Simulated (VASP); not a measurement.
Crystal: Sc4Te.

```
CELL_PARAMETERS angstrom
4.92129 0.00000 0.00000
0.00000 4.92129 0.00000
0.00000 0.00000 4.92129
ATOMIC_POSITIONS crystal
Sc 0.00000 0.50000 0.50000
Sc 0.50000 0.00000 0.50000
Sc 0.50000 0.50000 0.00000
Sc 0.50000 0.50000 0.50000
Te 0.00000 0.00000 0.00000
```

The cell was generated, and may not be a known phase.

```yaml
Program: VASP 6.6.1
Task: relaxation of cell and atoms
Functional: PBE
Potentials_or_basis: VASP PAW PBE potentials, release 64 (Sc_sv, Te)
Cutoff: 600 eV
k_mesh: 4 × 4 × 4
Occupations: gaussian, width 0.1 eV
Spin: no spin polarisation
```

At the start: pressure 6.0 GPa; volume 23.84 Å³/atom.

Task: Where does the relaxation end?

Result: Over 3 steps the energy falls by 68.9 meV/atom and the volume is 28.06 Å³/atom (+17.7 %); space group Pm-3m (No. 221, to 0.1 Å) before and after.

Step by step:
```
step  energy change (eV)  largest force (eV/Å)  pressure (GPa)  volume (Å³)
   1              0.0000                0.0000            5.98       119.19
   2             -0.3300                0.0000            1.02       135.21
   3             -0.3446                0.0000           -0.11       140.32
```

Final structure:
```
Sc Te
1.0
     5.19644    0.00000    0.00000
     0.00000    5.19644    0.00000
     0.00000    0.00000    5.19644
Sc Te
4 1
Direct
  0.00000 0.50000 0.50000
  0.50000 0.00000 0.50000
  0.50000 0.50000 0.00000
  0.50000 0.50000 0.50000
  0.00000 0.00000 0.00000
```

Caveat: the volume moved by over 15 % at a fixed basis, so the end points are rough.
